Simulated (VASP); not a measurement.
# Ta (Fm-3m) in VASP: a series of runs

Ta is run at these levels: PBE; tasks: single point, relaxation of cell and atoms.

Program: VASP 6.6.1. These are calculated values, not measurements. Logs are shortened: lines on timing, memory, paths and dates and some standing lists are left out, and cuts for length are marked.

### Step 1. The cell of the first run

Symmetry: Fm-3m, No. 225, cubic system. The conventional cell has a = 4.210 Å, b = 4.210 Å, c = 4.210 Å, α = 90.00°, β = 90.00°, γ = 90.00°. Within 3.9 Å of Ta (site symmetry m-3m) lie 12 Ta at 2.98 Å.

### Step 2. Single point, PBE (volume scaled by 0.99, to set the pressure)

INCAR reads:

```
PREC     = Accurate       # precision mode
ENCUT    = 520            # plane-wave cutoff, eV
EDIFF    = 1E-7           # SCF threshold, eV
ISMEAR   = -1             # smearing method
SIGMA    = 0.05           # smearing width, eV
LREAL    = False          # projectors in reciprocal space
LASPH    = True           # aspherical terms in the spheres
NELM     = 100            # most SCF steps
ALGO     = Normal         # electronic algorithm
ISIF     = 2              # what is computed and relaxed
LWAVE    = False          # write WAVECAR
LCHARG   = False          # write CHGCAR
GGA      = PE             # functional
NBANDS   = 12             # bands
```

KPOINTS reads:

```
regular mesh
0
Gamma
  16 16 16
```

POSCAR reads:

```
Ta
1.0
    0.0000000000      2.1050905935      2.1050905935
    2.1050905935      0.0000000000      2.1050905935
    2.1050905935      2.1050905935      0.0000000000
Ta
1
Direct
    0.0000000000      0.0000000000      0.0000000000
```

Potentials or basis: VASP PAW PBE potentials, release 64 (Ta_pv).

Started as:

```
$ cat potpaw_PBE.64/Ta_pv/POTCAR > POTCAR
$ mpirun -np 1 vasp_std > vasp.out
```

OUTCAR:

```text
PREC = Accurate
   ENCUT = 520
   EDIFF = 1E-7
   ISMEAR = -1
   LREAL = False
   LASPH = True
   NELM = 100
   ISIF = 2
   GGA = PE

 ion  position               nearest neighbor table
   1  0.000  0.000  0.000-

  LATTYP: Found a face centered cubic cell.
 ALAT       =     4.2101811870

  Lattice vectors:

 A1 = (   0.0000000000,   2.1050905935,   2.1050905935)
 A2 = (   2.1050905935,   0.0000000000,   2.1050905935)
 A3 = (   2.1050905935,   2.1050905935,   0.0000000000)

Analysis of symmetry for initial positions (statically):
=====================================================================
 Subroutine PRICEL returns:
 Original cell was already a primitive cell.

 Routine SETGRP: Setting up the symmetry group for a
 face centered cubic supercell.

 Subroutine GETGRP returns: Found 48 space group operations
 (whereof 48 operations were pure point group operations)
 out of a pool of 48 trial point group operations.

The static configuration has the point symmetry O_h .

Analysis of symmetry for dynamics (positions and initial velocities):
=====================================================================
 Subroutine PRICEL returns:
 Original cell was already a primitive cell.

 Routine SETGRP: Setting up the symmetry group for a
 face centered cubic supercell.

 Subroutine GETGRP returns: Found 48 space group operations
 (whereof 48 operations were pure point group operations)
 out of a pool of 48 trial point group operations.

The dynamic configuration has the point symmetry O_h .

 Subroutine INISYM returns: Found 48 space group operations
 (whereof 48 operations are pure point group operations),
 and found     1 'primitive' translations

----------------------------------------------------------------------------------------

                                     Primitive cell

  volume of cell :      18.6570

  direct lattice vectors                    reciprocal lattice vectors
     0.000000000  2.105090593  2.105090593    -0.237519469  0.237519469  0.237519469
     2.105090593  0.000000000  2.105090593     0.237519469 -0.237519469  0.237519469
     2.105090593  2.105090593  0.000000000     0.237519469  0.237519469 -0.237519469

  length of vectors
     2.977047667  2.977047667  2.977047667     0.411395788  0.411395788  0.411395788

  position of ions in fractional coordinates (direct lattice)
     0.000000000  0.000000000  0.000000000

  ion indices of the primitive-cell ions
   primitive index   ion index
                 1           1

----------------------------------------------------------------------------------------

 KPOINTS: regular mesh

Automatic generation of k-mesh.
 Grid dimensions read from file:
 generate k-points for:   16   16   16

 Generating k-lattice:

  Cartesian coordinates                     Fractional coordinates (reciprocal lattice)
    -0.014844967  0.014844967  0.014844967     0.062500000  0.000000000  0.000000000
     0.014844967 -0.014844967  0.014844967     0.000000000  0.062500000  0.000000000
     0.014844967  0.014844967 -0.014844967     0.000000000  0.000000000  0.062500000

  Length of vectors
     0.025712237  0.025712237  0.025712237

  Shift w.r.t. Gamma in fractional coordinates (k-lattice)
     0.000000000  0.000000000  0.000000000

 Subroutine IBZKPT returns following result:
 ===========================================

 Found    145 irreducible k-points:

 Following reciprocal coordinates:
            Coordinates               Weight
  0.000000  0.000000  0.000000      1.000000
  0.062500  0.000000  0.000000      8.000000
  0.125000  0.000000  0.000000      8.000000
  0.187500  0.000000  0.000000      8.000000
  0.250000  0.000000  0.000000      8.000000
  0.312500  0.000000  0.000000      8.000000
[... 16 lines left out ...]
 -0.125000  0.062500  0.000000     24.000000
 -0.062500  0.062500  0.000000     12.000000
 [... further k-points ...]
   k-points           NKPTS =    145   k-points in BZ     NKDIM =    145   number of bands    NBANDS=     12
   number of dos      NEDOS =    301   number of ions     NIONS =      1
   total plane-waves  NPLWV =  13824
   dimension x,y,z NGX =    24 NGY =   24 NGZ =   24
   dimension x,y,z NGXF=    48 NGYF=   48 NGZF=   48
   ions per type =               1
   NGX,Y,Z   is equivalent  to a cutoff of  13.40, 13.40, 13.40 a.u.
   NGXF,Y,Z  is equivalent  to a cutoff of  26.80, 26.80, 26.80 a.u.
 SYSTEM =  unknown system
   PREC   = accura    normal or accurate (medium, high low for compatibility)
   ISTART =      0    job   : 0-new  1-cont  2-samecut
   ICHARG =      2    charge: 1-file 2-atom 10-const
   ISPIN  =      1    spin polarized calculation?
   LNONCOLLINEAR =      F non collinear calculations
   LSORBIT =      F    spin-orbit coupling
   LASPH  =      T    aspherical Exc in radial PAW
   ENCUT  =  520.0 eV  38.22 Ry    6.18 a.u.   5.54  5.54  5.54*2*pi/ulx,y,z
   NELM   =    100;   NELMIN=  2; NELMDL= -5     # of ELM steps
   EDIFF  = 0.1E-06   stopping-criterion for ELM
   LREAL  =      F    real-space projection
   EDIFFG = 0.1E-05   stopping-criterion for IOM
   NSW    =      0    number of steps for IOM
   IBRION =     -1    ionic relax: 0-MD 1-quasi-New 2-CG
   NFREE  =      0    steps in history (QN), initial steepest desc. (CG)
   ISIF   =      2    stress and relaxation
   ISYM   =      2    0-nonsym 1-usesym 2-fastsym
   POTIM  = 0.5000    time-step for ionic-motion
   TEBEG  =    0.0;   TEEND  =   0.0 temperature during run
   PSTRESS=    0.0 pullay stress
   NELECT =      11.0000    total number of electrons
   NUPDOWN=      -1.0000    fix difference up-down
   EMIN   =  10.00;   EMAX   =-10.00  energy-range for DOS
   EFERMI =   0.00;   METHOD = LEGACY
   ISMEAR =    -1;   SIGMA  =   0.05  broadening in eV -4-tet -1-fermi 0-gaus
   EFERMI_NEDOS =   21; number of points for ismear=-14 and -15
   IALGO  =     38    algorithm
   IMIX   =      4    mixing-type and parameters
     AMIX     =   0.40;   BMIX     =  1.00
     AMIX_MAG =   1.60;   BMIX_MAG =  1.00
  volume/ion in A,a.u.               =      18.66       125.90
  Fermi-wavevector in a.u.,A,eV,Ry     =   1.372750  2.594122 25.639415  1.884444
  Thomas-Fermi vector in A             =   2.498329
   LORBIT       =      0    0 simple, 1 ext, 2 COOP (PROOUT), +10 PAW based schemes
   GGA     = PE    functional components
   LHFCALC =     F    Hartree Fock is set to
   AEXX    =    0.0000 exact exchange contribution
   IVDW    =     0    specifies the selected vdW correction
   LEPSILON=     F    determine dielectric tensor
   LRPA    =     F    only Hartree local field effects (RPA)
 non-spin polarized calculation
  energy-cutoff  :      520.00
  volume of cell :       18.66
 maximum number of plane-waves:       531
 NGX is ok and might be reduce to    24
   NGX = 11   NGY = 11   NGZ = 11

 number of electron      11.0000001 magnetization

 Free energy of the ion-electron system (eV)
  ---------------------------------------------------
  ext. energy  EPLUGINS =         0.00000000
  ---------------------------------------------------
  free energy    TOTEN  =       -11.57811081 eV

  energy without entropy =      -11.56761228  energy(sigma->0) =      -11.57286154

 E-fermi :   5.5670     XC(G=0): -12.4428

 val. band max:        5.5527578052   @ k =   0.4375   0.1250   0.0000
 cond. band min:       5.5764621562   @ k =   0.4375   0.3125   0.0625
 fundamental gap:      0.0237043510
 Fermi energy:         5.5669861665

 k-point     1 :       0.0000    0.0000    0.0000
  band No.  band energies     occupation
      1     -28.0306      2.00000
      2     -28.0306      2.00000
      3     -28.0306      2.00000
      4      -2.5783      2.00000
      5       6.0211      0.00023
      6       6.0211      0.00023
      7       6.0211      0.00023
      8       9.0441      0.00000
      9       9.0441      0.00000
     10      18.0589      0.00000
     11      19.7247      0.00000
     12      22.9460      0.00000

 k-point     2 :       0.0625    0.0000    0.0000
  band No.  band energies     occupation
      1     -28.0730      2.00000
      2     -28.0360      2.00000
      3     -28.0360      2.00000
      4      -2.4201      2.00000
      5       5.8831      0.00359
      6       6.0966      0.00005
      7       6.0966      0.00005
      8       8.9694      0.00000
      9       8.9694      0.00000
     10      18.3919      0.00000
     11      19.7245      0.00000
     12      22.1406      0.00000

 k-point     3 :       0.1250    0.0000    0.0000
  band No.  band energies     occupation
      1     -28.1923      2.00000
      2     -28.0512      2.00000
      3     -28.0512      2.00000
      4      -1.9653      2.00000
      5       5.5374      1.28716
      6       6.2843      0.00000
      7       6.2843      0.00000
      8       8.8152      0.00000
      9       8.8152      0.00000
     10      19.2302      0.00000
     11      19.7233      0.00000
     12      20.8691      0.00000
[... 286 lines left out ...]
 k-point    23 :      -0.1250    0.0625    0.0000
  band No.  band energies     occupation
      1     -28.2627      2.00000
      2     -28.0903      2.00000
      3     -28.0502      2.00000
      4      -1.6260      2.00000
      5       5.2880      1.99249
      6       6.4030      0.00000
      7       6.4351      0.00000
      8       8.3869      0.00000
      9       9.0946      0.00000
     10      19.7150      0.00000
     11      19.7738      0.00000
     12      20.5930      0.00000

 k-point    24 :      -0.0625    0.0625    0.0000
  band No.  band energies     occupation
      1     -28.1323      2.00000
      2     -28.0601      2.00000
      3     -28.0377      2.00000
      4      -2.1624      2.00000
      5       5.6580      0.27860
      6       6.2073      0.00001
      7       6.2386      0.00000
      8       8.6873      0.00000
      9       9.0414      0.00000
     10      18.9145      0.00000
     11      19.7240      0.00000
     12      21.4902      0.00000

 [... further k-points ...]
[... 5 lines left out ...]
  --------------------------------------------------------------------------------------
  -------------------------------------------------------------------------------------
  Total        0.2305760      0.2305760      0.2305760     -0.0000000     -0.0000000      0.0000000
  in kB       19.8007795     19.8007795     19.8007795     -0.0000000     -0.0000000      0.0000000
  external PRESSURE =      19.8007795 kB  Pullay stress =       0.0000000 kB

 VOLUME and BASIS-vectors are now :
 -----------------------------------------------------------------------------
  energy-cutoff  :      520.00
  volume of cell :       18.66
      direct lattice vectors                 reciprocal lattice vectors
     0.000000000  2.105090593  2.105090593    -0.237519469  0.237519469  0.237519469
     2.105090593  0.000000000  2.105090593     0.237519469 -0.237519469  0.237519469
     2.105090593  2.105090593  0.000000000     0.237519469  0.237519469 -0.237519469

 POSITION                                       TOTAL-FORCE (eV/Angst)
 -----------------------------------------------------------------------------------
      0.00000      0.00000      0.00000         0.000000      0.000000      0.000000
 -----------------------------------------------------------------------------------
    total drift:                               -0.000000      0.000000      0.000000

  FREE ENERGIE OF THE ION-ELECTRON SYSTEM (eV)
  ---------------------------------------------------
  free  energy   TOTEN  =       -11.5781108077 eV

  energy  without entropy=      -11.5676122778  energy(sigma->0) =      -11.57286154
```

Run time: 9.1 s. Hardware: 1 thread of Intel Xeon 6975P-C (Granite Rapids), shared host; peak memory 0.16 GiB.

Results:

| Item | Value |
| --- | --- |
| Free energy | -11.5781 eV |
| Pressure | 2.0 GPa |

Caveat: the cell differs from its parent crystal (volume scaled by 0.99, to set the pressure); spin-orbit coupling is left out, which moves the levels of the heavy elements.

### Step 3. Single point, PBE

INCAR reads:

```
ALGO = Normal
EDIFF = 1E-7
ENCUT = 520
GGA = PE
ISIF = 2
ISMEAR = -1
LASPH = True
LCHARG = False
LREAL = False
LWAVE = False
NBANDS = 12
NELM = 80
PREC = Accurate
SIGMA = 0.05
```

KPOINTS reads:

```
k-points
0
Gamma
  16 16 16
```

POSCAR reads:

```
Ta
1.0
    0.0000000000      2.1049180360      2.1049180360
    2.1049180360      0.0000000000      2.1049180360
    2.1049180360      2.1049180360      0.0000000000
Ta
1
Direct
    0.0000000000      0.0000000000      0.0000000000
```

Potentials or basis: VASP PAW PBE potentials, release 64 (Ta_pv).

Started as:

```
$ cat potpaw_PBE.64/Ta_pv/POTCAR > POTCAR
$ mpirun -np 1 vasp_std > vasp.out
```

It took 10 s on 1 thread of Intel Xeon 6975P-C (Granite Rapids), shared host; peak memory 0.16 GiB.

It converged, with:

```yaml
Free_energy: -11.5781 eV
Pressure: 2.0 GPa
```

Levels at points of the mesh, in eV from the Fermi level:
```tsv
k point	band 1	band 2	band 3	band 4	band 5	band 6	band 7	band 8	band 9	band 10
(0.00, 0.00, 0.00)	-33.60	-33.60	-33.60	-8.15	0.45	0.45	0.45	3.48	3.48	12.49
(0.50, 0.00, 0.00)	-34.63	-33.73	-33.73	-4.63	0.23	0.23	0.71	5.83	5.83	10.11
(0.50, 0.50, 0.00)	-34.57	-33.97	-33.97	-4.42	-3.36	2.93	5.82	6.53	6.53	11.13
```

Caveat: spin-orbit coupling is left out, which moves the levels of the heavy elements.

### Step 4. Relaxation of cell and atoms, PBE

This run uses another cell than the first one, of 18.32 Å³/atom, 0.982 times its volume.

INCAR reads:

```
PREC     = Accurate       # precision mode
ENCUT    = 600            # plane-wave cutoff, eV
EDIFF    = 1E-6           # SCF threshold, eV
ISMEAR   = -1             # smearing method
SIGMA    = 0.05           # smearing width, eV
LREAL    = False          # projectors in reciprocal space
LASPH    = True           # aspherical terms in the spheres
NELM     = 100            # most SCF steps
ALGO     = Normal         # electronic algorithm
ISIF     = 3              # what is computed and relaxed
LWAVE    = False          # write WAVECAR
LCHARG   = False          # write CHGCAR
GGA      = PE             # functional
IBRION   = 2              # ionic algorithm
NSW      = 60             # ionic steps
EDIFFG   = -0.005         # ionic threshold
```

KPOINTS reads:

```
regular mesh
0
Gamma
  16 16 16
```

POSCAR reads:

```
Ta
1.0
    0.0000000000      2.0923759827      2.0923759827
    2.0923759827      0.0000000000      2.0923759827
    2.0923759827      2.0923759827      0.0000000000
Ta
1
Direct
    0.0000000000      0.0000000000      0.0000000000
```

Started as:

```
$ cat potpaw_PBE.64/Ta_pv/POTCAR > POTCAR
$ mpirun -np 1 vasp_std > vasp.out
```

Wall time 27 s (1 thread of Intel Xeon 6975P-C (Granite Rapids), shared host); peak memory 0.17 GiB.

The run converged. Its results:

```yaml
Free_energy: -11.5795 eV
Relaxed_volume: 18.85 Å³/atom
Relaxed_cell: a = 2.987 Å, b = 2.987 Å, c = 2.987 Å, α = 60.00°, β = 60.00°, γ = 60.00°
Space_group_after_relaxing_to_0.05_Å: Fm-3m (No. 225)
Energy_gained_by_relaxing: 9.2 meV/atom
Ionic_steps: 4
Pressure_after_relaxing: 0.0 GPa
```

Step by step:
```tsv
step	energy change (eV)	largest force (eV/Å)	pressure (GPa)	volume (Å³)
1	0.0000	0.0000	5.75	18.32
2	0.0374	0.0000	-11.13	20.12
3	-0.0092	0.0000	-0.12	18.86
4	-0.0092	0.0000	-0.01	18.85
```

Final structure:
```
Ta
1.0
     0.00000    2.11227    2.11227
     2.11227    0.00000    2.11227
     2.11227    2.11227    0.00000
Ta
1
Direct
  0.00000 0.00000 0.00000
```

Levels at points of the mesh, in eV from the Fermi level:
```
           k point  band 3  band 4  band 5  band 6  band 7  band 8
(0.00, 0.00, 0.00)  -33.64   -8.10    0.46    0.46    0.46    3.44
(0.50, 0.00, 0.00)  -33.77   -4.59    0.23    0.23    0.67    5.75
(0.50, 0.50, 0.00)  -34.00   -4.36   -3.31    2.87    5.74    6.44
```

Caveat: spin-orbit coupling is left out, which moves the levels of the heavy elements.

[end of part 1 of 2]
